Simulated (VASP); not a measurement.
A run of VASP 6.6.1 is set up as follows.

POSCAR

```
Au
1.0
    0.0000000000      2.0749120936      2.0749120936
    2.0749120936      0.0000000000      2.0749120936
    2.0749120936      2.0749120936      0.0000000000
Au
1
Direct
    0.0000000000      0.0000000000      0.0000000000
```

INCAR.step1

```
ALGO = Normal ; EDIFF = 1E-5
ENCUT = 440 ; GGA = PE
GGA_COMPAT = F ; ISIF = 2
ISMEAR = -1 ; LASPH = T
LCHARG = F ; LREAL = F
LWAVE = T ; NBANDS = 16
NELM = 120 ; PREC = Accurate
SIGMA = 0.05
```

File INCAR.step2:

```
AEXX = 0.5 ; ALGO = Normal
EDIFF = 1E-6 ; ENCUT = 440
GGA_COMPAT = F ; ISIF = 2
ISMEAR = -1 ; ISTART = 1
LASPH = T ; LCHARG = F
LHFCALC = T ; LMIXTAU = T
LREAL = F ; LWAVE = F
METAGGA = R2SCAN ; NBANDS = 16
NELM = 120 ; PREC = Accurate
PRECFOCK = Normal ; SIGMA = 0.05
```

File KPOINTS:

```
k-points
0
Gamma
  6 6 6
```

Potentials or basis: VASP PAW PBE potentials, release 64 (Au_sv_GW).

Command:

```sh
$ cat potpaw_PBE.64/Au_sv_GW/POTCAR > POTCAR
$ cp INCAR.step1 INCAR
$ mpirun -np 1 vasp_std > vasp.out
$ cp INCAR.step2 INCAR
$ mpirun -np 1 vasp_std > vasp.out
```

Estimate the pressure.

-7.7 GPa.

Estimate the band gap on the k mesh.

zero (an odd number of electrons rules out a gap without spin polarisation).

Caveat: the k points lie up to 0.44 Å⁻¹ apart, too coarse for converged energies and pressures of a metal; the PAW data sets were made with another functional, which shifts forces and pressure a little; spin-orbit coupling is left out, which moves the levels of the heavy elements.
